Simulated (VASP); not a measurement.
Wanted: the native input for a VASP 6.6.1 run.

| Property | Result |
| --- | --- |
| Task | single point |
| Functional | r2SCAN |
| Potentials or basis | VASP PAW PBE potentials, release 64 (Hf_pv, B) |
| Cutoff | 520 eV |
| k mesh | 16 × 16 × 16 |
| Occupations | fermi-dirac, width 0.05 eV |
| Spin | no spin polarisation |
| Dipole correction | no |
| Further INCAR settings | ALGO = Normal; EDIFF = 1e-06; NBANDS = 14 |

The system is HfB (rocksalt type).

```
Hf B
1.0
     0.00000    2.41230    2.41230
     2.41230    0.00000    2.41230
     2.41230    2.41230    0.00000
Hf B
1 1
Cartesian
  0.0000 0.0000 0.0000
  2.4123 2.4123 2.4123
```

One way to write it, as run:

POSCAR

```
HfB
1.0
    0.0000000000      2.4123027358      2.4123027358
    2.4123027358      0.0000000000      2.4123027358
    2.4123027358      2.4123027358      0.0000000000
Hf B
1 1
Direct
    0.0000000000      0.0000000000      0.0000000000
    0.5000000000      0.5000000000      0.5000000000
```

INCAR.step1

```
SYSTEM = HfB
PREC     = Accurate       ! precision mode
ENCUT    = 520            ! plane-wave cutoff, eV
ISMEAR   = -1             ! smearing method
SIGMA    = 0.05           ! smearing width, eV
LREAL    = .False.        ! projectors in reciprocal space
LASPH    = .True.         ! aspherical terms in the spheres
NELM     = 60             ! most SCF steps
NBANDS   = 14             ! bands
GGA      = PE             ! functional
ALGO     = Normal         ! electronic algorithm
EDIFF    = 1E-4           ! SCF threshold, eV
LWAVE    = .True.         ! write WAVECAR
LCHARG   = .False.        ! write CHGCAR
```

INCAR.step2

```
SYSTEM = HfB
PREC     = Accurate       ! precision mode
ENCUT    = 520            ! plane-wave cutoff, eV
EDIFF    = 1E-6           ! SCF threshold, eV
ISMEAR   = -1             ! smearing method
SIGMA    = 0.05           ! smearing width, eV
LREAL    = .False.        ! projectors in reciprocal space
LASPH    = .True.         ! aspherical terms in the spheres
NELM     = 60             ! most SCF steps
ALGO     = Normal         ! electronic algorithm
ISIF     = 2              ! what is computed and relaxed
LWAVE    = .False.        ! write WAVECAR
LCHARG   = .False.        ! write CHGCAR
METAGGA  = R2SCAN         ! meta-GGA
LMIXTAU  = .True.       
NBANDS   = 14             ! bands
ISTART   = 1
```

KPOINTS

```
Automatic mesh
0
Gamma
  16 16 16
  0 0 0
```

Potentials or basis: VASP PAW PBE potentials, release 64 (Hf_pv, B).

Launch:

```bash
$ cat potpaw_PBE.64/Hf_pv/POTCAR potpaw_PBE.64/B/POTCAR > POTCAR
$ cp INCAR.step1 INCAR
$ mpirun -np 1 vasp_std > vasp.out
$ cp INCAR.step2 INCAR
$ mpirun -np 1 vasp_std > vasp.out
```

It gave:

| Quantity | Value |
| --- | --- |
| Pressure | -0.1 GPa |
| Band gap on the k mesh | zero (an odd number of electrons rules out a gap without spin polarisation) |

Caveat: the PAW data sets were made with another functional, which shifts forces and pressure a little; spin-orbit coupling is left out, which moves the levels of the heavy elements.

Run time: 4.8 min on 1 thread of Intel Xeon 8259CL, with other jobs on the host, peak memory 0.21 GiB.
